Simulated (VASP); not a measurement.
A run of VASP 6.6.1 is set up as follows.

INCAR

```
ALGO = Normal
EDIFF = 1E-7
ENCUT = 520
GGA = PE
ISIF = 2
ISMEAR = 0
LASPH = True
LCHARG = False
LREAL = False
LWAVE = False
NBANDS = 25
NELM = 100
PREC = Accurate
SIGMA = 0.05
```

The input KPOINTS:

```
k-points
0
Gamma
  6 6 6
```

POSCAR

```
LiCaF3
1.0
    3.7612440000      0.0000000000      0.0000000000
    0.0000000000      3.7612440000      0.0000000000
    0.0000000000      0.0000000000      3.7612440000
Li Ca F
1 1 3
Direct
    0.4624003770      0.4624003770      0.5000000000
    0.0000000000      0.0000000000      0.0000000000
    0.0000000000      0.5000000000      0.5000000000
    0.5000000000      0.5000000000      0.0000000000
    0.5000000000      0.0000000000      0.5000000000
```

Potentials or basis: VASP PAW PBE potentials, release 64 (Li_sv, Ca_sv, F).

Command:

```bash
$ cat potpaw_PBE.64/Li_sv/POTCAR potpaw_PBE.64/Ca_sv/POTCAR potpaw_PBE.64/F/POTCAR > POTCAR
$ mpirun -np 1 vasp_std > vasp.out
```

Problem. What does it give for the largest force?

Solution. 1.277 eV/Å.

Problem. Estimate the band gap on the k mesh.

Solution. 6.46 eV, indirect (least direct gap 6.56 eV).

Forces on the atoms (eV/Å):
```
Li   0.903  0.903  0.000
Ca  -0.162 -0.162  0.000
F   -0.613 -0.051  0.000
F   -0.077 -0.077  0.000
F   -0.051 -0.613  0.000
```

Caveat: the cell differs from its parent crystal (atom 1 (Li) moved by (-0.200, +0.000) A along [1 1 0] and z); forces of over 1 eV/Å act on the atoms, so gaps and moduli don't describe the material at rest. A k mesh can miss the band edges.
